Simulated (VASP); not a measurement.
# Hf3Br2 (P-3m1) in VASP: notebook, part 2 of 2

VASP 6.6.1.

**3. Relaxation of cell and atoms, PBE**

This run uses another cell than the first one, of 23.08 Å³/atom.

INCAR reads:

```
ALGO = Normal
EDIFF = 1E-6
EDIFFG = -0.04
ENCUT = 600
GGA = PE
IBRION = 2
ISIF = 3
ISMEAR = 0
LASPH = T
LCHARG = F
LREAL = F
LWAVE = F
NELM = 60
NSW = 90
PREC = Accurate
SIGMA = 0.1
```

KPOINTS reads:

```
k-points
0
Gamma
  6 6 4
```

POSCAR reads:

```
Hf3Br2
1.0
    4.4076723631      0.0000000000      0.0000000000
   -2.2038361815      3.8171562380      0.0000000000
    0.0000000000      0.0000000000      6.8576222298
Hf Br
3 2
Direct
    0.0000000000      0.0000000000      0.0000000000
    0.3333333333      0.6666666667      0.6450000000
    0.6666666667      0.3333333333      0.3550000000
    0.3333333333      0.6666666667      0.2450000000
    0.6666666667      0.3333333333      0.7550000000
```

Potentials or basis: VASP PAW PBE potentials, release 64 (Hf_pv, Br).

Started as:

```console
cat potpaw_PBE.64/Hf_pv/POTCAR potpaw_PBE.64/Br/POTCAR > POTCAR
mpirun -np 1 vasp_std > vasp.out
```

OUTCAR:

```text
EDIFF = 1E-6
   EDIFFG = -0.04
   ENCUT = 600
   GGA = PE
   IBRION = 2
   ISIF = 3
   ISMEAR = 0
   LASPH = T
   LREAL = F
   NELM = 60
   NSW = 90
   PREC = Accurate

 ion  position               nearest neighbor table
   1  0.000  0.000  0.000-   4 3.05   5 3.05   4 3.05   5 3.05   5 3.05   4 3.05   2 3.52   3 3.52
                             2 3.52   3 3.52   2 3.52   3 3.52
   2  0.333  0.667  0.645-   5 2.65   5 2.65   5 2.65   4 2.74   3 3.23   3 3.23   3 3.23   1 3.52
                             1 3.52   1 3.52
   3  0.667  0.333  0.355-   4 2.65   4 2.65   4 2.65   5 2.74   2 3.23   2 3.23   2 3.23   1 3.52
                             1 3.52   1 3.52
   4  0.333  0.667  0.245-   3 2.65   3 2.65   3 2.65   2 2.74   1 3.05   1 3.05   1 3.05
   5  0.667  0.333  0.755-   2 2.65   2 2.65   2 2.65   3 2.74   1 3.05   1 3.05   1 3.05

  LATTYP: Found a hexagonal cell.
 ALAT       =     4.4076723631
 C/A-ratio  =     1.5558375634

  Lattice vectors:

 A1 = (   4.4076723631,   0.0000000000,   0.0000000000)
 A2 = (  -2.2038361815,   3.8171562380,   0.0000000000)
 A3 = (   0.0000000000,   0.0000000000,   6.8576222298)

Analysis of symmetry for initial positions (statically):
=====================================================================
 Subroutine PRICEL returns:
 Original cell was already a primitive cell.

 Routine SETGRP: Setting up the symmetry group for a
 hexagonal supercell.

 Subroutine GETGRP returns: Found 12 space group operations
 (whereof 12 operations were pure point group operations)
 out of a pool of 24 trial point group operations.

The static configuration has the point symmetry D_3d.

Analysis of symmetry for dynamics (positions and initial velocities):
=====================================================================
 Subroutine PRICEL returns:
 Original cell was already a primitive cell.

 Routine SETGRP: Setting up the symmetry group for a
 hexagonal supercell.

 Subroutine GETGRP returns: Found 12 space group operations
 (whereof 12 operations were pure point group operations)
 out of a pool of 24 trial point group operations.

[... 115 lines left out ...]
   PSTRESS=    0.0 pullay stress
   NELECT =      44.0000    total number of electrons
   NUPDOWN=      -1.0000    fix difference up-down
   EMIN   =  10.00;   EMAX   =-10.00  energy-range for DOS
   EFERMI =   0.00;   METHOD = LEGACY
   ISMEAR =     0;   SIGMA  =   0.10  broadening in eV -4-tet -1-fermi 0-gaus
   EFERMI_NEDOS =   21; number of points for ismear=-14 and -15
   IALGO  =     38    algorithm
   IMIX   =      4    mixing-type and parameters
     AMIX     =   0.40;   BMIX     =  1.00
     AMIX_MAG =   1.60;   BMIX_MAG =  1.00
  volume/ion in A,a.u.               =      23.08       155.72
  Fermi-wavevector in a.u.,A,eV,Ry     =   1.187184  2.243453 19.176139  1.409406
  Thomas-Fermi vector in A             =   2.323341
   LORBIT       =      0    0 simple, 1 ext, 2 COOP (PROOUT), +10 PAW based schemes
   GGA     = PE    functional components
   LHFCALC =     F    Hartree Fock is set to
   AEXX    =    0.0000 exact exchange contribution
   IVDW    =     0    specifies the selected vdW correction
   LEPSILON=     F    determine dielectric tensor
   LRPA    =     F    only Hartree local field effects (RPA)
 conjugate gradient relaxation of ions
 non-spin polarized calculation
 Gauss-broadening in eV      SIGMA  =   0.10
  energy-cutoff  :      600.00
  volume of cell :      115.38
 maximum number of plane-waves:      3879
 NGX is ok and might be reduce to    36
   NGX = 17   NGY = 17   NGZ = 27

--------------------------------------- Ionic step        1  -------------------------------------------

 number of electron      44.0000001 magnetization

 Free energy of the ion-electron system (eV)
  ---------------------------------------------------
  ext. energy  EPLUGINS =         0.00000000
  ---------------------------------------------------
  free energy    TOTEN  =       -30.45118202 eV

  energy without entropy =      -30.43589894  energy(sigma->0) =      -30.44354048

------------------------ aborting loop because EDIFF is reached ----------------------------------------

  FORCE on cell =-STRESS in cart. coord.  units (eV):
  Direction    XX          YY          ZZ          XY          YZ          ZX
  --------------------------------------------------------------------------------------
  -------------------------------------------------------------------------------------
  Total        0.1429334      0.1429334     -0.5251144      0.0000000      0.0000000      0.0000000
  in kB        1.9848224      1.9848224     -7.2919173      0.0000000      0.0000000      0.0000000
  external PRESSURE =      -1.1074242 kB  Pullay stress =       0.0000000 kB
[... 299 lines left out ...]
--------------------------------------- Ionic step        9  -------------------------------------------

 number of electron      43.9999999 magnetization

 Free energy of the ion-electron system (eV)
  ---------------------------------------------------
  ext. energy  EPLUGINS =         0.00000000
  ---------------------------------------------------
  free energy    TOTEN  =       -30.53441412 eV

  energy without entropy =      -30.51993681  energy(sigma->0) =      -30.52717547

 E-fermi :   5.8042     XC(G=0): -10.5987

 val. band max:        5.7844519172   @ k =   0.5000  -0.0000   0.0000
 cond. band min:       5.8250260418   @ k =   0.3333  -0.0000   0.0000
 fundamental gap:      0.0405741246
 Fermi energy:         5.8041710284

 k-point     1 :       0.0000    0.0000    0.0000
  band No.  band energies     occupation
      1     -26.1542      2.00000
      2     -26.1542      2.00000
      3     -26.0960      2.00000
      4     -25.6682      2.00000
      5     -25.6682      2.00000
      6     -25.5819      2.00000
[... 717 lines left out ...]
  FREE ENERGIE OF THE ION-ELECTRON SYSTEM (eV)
  ---------------------------------------------------
  free  energy   TOTEN  =       -30.5344141196 eV

  energy  without entropy=      -30.5199368146  energy(sigma->0) =      -30.52717547

 reached required accuracy - stopping structural energy minimisation
```

It took 3.9 min on 1 thread of Intel Xeon 6975P-C (Granite Rapids), shared host; peak memory 0.3 GiB.

What came out:

* Free energy: -30.5344 eV
* Relaxed volume: 23.07 Å³/atom
* Relaxed cell: a = 4.445 Å, b = 4.445 Å, c = 6.740 Å, α = 90.00°, β = 90.00°, γ = 120.00°
* Space group after relaxing (to 0.1 Å): P-3m1 (No. 164)
* Energy gained by relaxing: 16.6 meV/atom
* Ionic steps: 9
* Pressure after relaxing: 0.1 GPa
* Largest force after relaxing: 0.017 eV/Å
* Band gap on the k mesh: zero (bands 22 and 23 overlap by 0.68 eV)

Forces in eV/Å, atoms in the order of the input:
```
Hf   0.000  0.000  0.000
Hf   0.000  0.000 -0.017
Hf   0.000  0.000  0.017
Br   0.000  0.000  0.003
Br   0.000  0.000 -0.003
```

Stress tensor (GPa, compression positive):
```
-0.02  0.00  0.00
 0.00 -0.02  0.00
 0.00  0.00  0.24
```

The path:
| step | energy change (eV) | largest force (eV/Å) | pressure (GPa) | volume (Å³) |
| --- | --- | --- | --- | --- |
| 1 | 0.0000 | 0.5329 | -0.11 | 115.38 |
| 2 | -0.0286 | 0.3899 | -0.02 | 115.11 |
| 3 | -0.0697 | 0.2008 | 0.34 | 114.29 |
| 4 | -0.0701 | 0.2003 | 0.40 | 114.19 |
| 5 | -0.0754 | 0.1533 | -0.51 | 115.68 |
| 6 | -0.0754 | 0.1553 | -0.48 | 115.62 |
| 7 | -0.0801 | 0.0734 | -0.15 | 115.34 |
| 8 | -0.0812 | 0.0205 | 0.12 | 115.13 |
| 9 | -0.0832 | 0.0174 | 0.07 | 115.33 |

Final structure:
```
Hf Br
1.0
     4.44488    0.00000    0.00000
    -2.22244    3.84938    0.00000
     0.00000    0.00000    6.74028
Hf Br
3 2
Direct
  0.00000 0.00000 0.00000
  0.33333 0.66667 0.66233
  0.66667 0.33333 0.33767
  0.33333 0.66667 0.25796
  0.66667 0.33333 0.74204
```

Levels at points of the mesh, in eV from the Fermi level:
| k point | band 20 | band 21 | band 22 | band 23 | band 24 | band 25 |
| --- | --- | --- | --- | --- | --- | --- |
| (0.00, 0.00, 0.00) | -1.75 | -0.99 | -0.18 | 0.78 | 0.78 | 1.31 |
| (0.50, 0.00, 0.00) | -1.15 | -0.64 | -0.63 | -0.02 | 0.39 | 0.87 |
| (0.00, 0.00, 0.50) | -1.02 | -1.02 | -0.49 | -0.49 | 0.15 | 0.76 |
| (0.50, 0.00, 0.50) | -1.36 | -0.95 | -0.54 | 0.46 | 0.76 | 1.31 |

Caveat: spin-orbit coupling is left out, which moves the levels of the heavy elements.
